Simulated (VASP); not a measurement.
# Ni: single point with PBEsol

Crystal: Ni.

```
Ni
1.0
     0.00000    1.65943    1.65943
     1.65943    0.00000    1.65943
     1.65943    1.65943    0.00000
Ni
1
Direct
  0.00000 0.00000 0.00000
```

This cell differs from its parent crystal: volume scaled by 0.88.

```yaml
Program: VASP 6.6.1
Task: single point
Functional: PBEsol
Potentials_or_basis: VASP PAW PBE potentials, release 64 (Ni)
Cutoff: 520 eV
k_mesh: 19 × 19 × 19
Occupations: fermi-dirac, width 0.05 eV
Spin: collinear spin, ferromagnetic start
Starting_moments: "[1.0] μB"
```

```json
{"Pressure": "39.2 GPa", "Net moment": "0.55 μB per cell", "Site moments": "Ni +0.54 μB", "Valence electrons inside the program's atomic spheres": "Ni 9.69"}
```

Levels at points of the mesh, in eV from the Fermi level:
Spin up:
| k point | band 2 | band 3 | band 4 | band 5 | band 6 | band 7 | band 8 | band 9 |
| --- | --- | --- | --- | --- | --- | --- | --- | --- |
| (0.00, 0.00, 0.00) | -2.88 | -2.88 | -2.88 | -1.39 | -1.39 | 25.14 | 30.39 | 30.39 |
Spin down:
```tsv
k point	band 2	band 3	band 4	band 5	band 6	band 7	band 8	band 9
(0.00, 0.00, 0.00)	-2.25	-2.25	-2.25	-0.86	-0.86	25.06	30.38	30.38
```

Wall time 30 s on 1 thread of Intel(R) Xeon(R) 6975P-C (Granite Rapids) (shared host), peak memory 0.16 GiB.

Caveat: the PAW data sets were made with another functional, which shifts forces and pressure a little.
